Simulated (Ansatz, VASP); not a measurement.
**One calculation of Na, two programs**

```
Na
1.0
    -2.01102    2.01102    2.01102
     2.01102   -2.01102    2.01102
     2.01102    2.01102   -2.01102
Na
1
Direct
  0.00000 0.00000 0.00000
```

Change from the starting cell: volume scaled by 0.88, PAW files.

Alike in both runs: task single point; functional PBE; k mesh 13 × 13 × 13; occupations fermi-dirac, width 0.05 eV; no spin polarisation.

|  | VASP | Ansatz |
| --- | --- | --- |
| version | VASP 6.6.1 | Ansatz 0.2.0 |
| potentials or method | VASP PAW PBE potentials, release 64 (Na_pv) | PAW with Ansatz's default frozen-core files, scalar-relativistic |
| plane-wave cutoff (eV) | 520 | 420 |
| valence electrons in the cell | 7 | 9 |

```csv
,VASP,Ansatz,Ansatz less VASP
pressure (GPa),1.2,1.3,+0.04
```

VASP's potentials hold 7 valence electrons a cell and Ansatz's 9, so a difference there can come from the potentials and not from the codes.
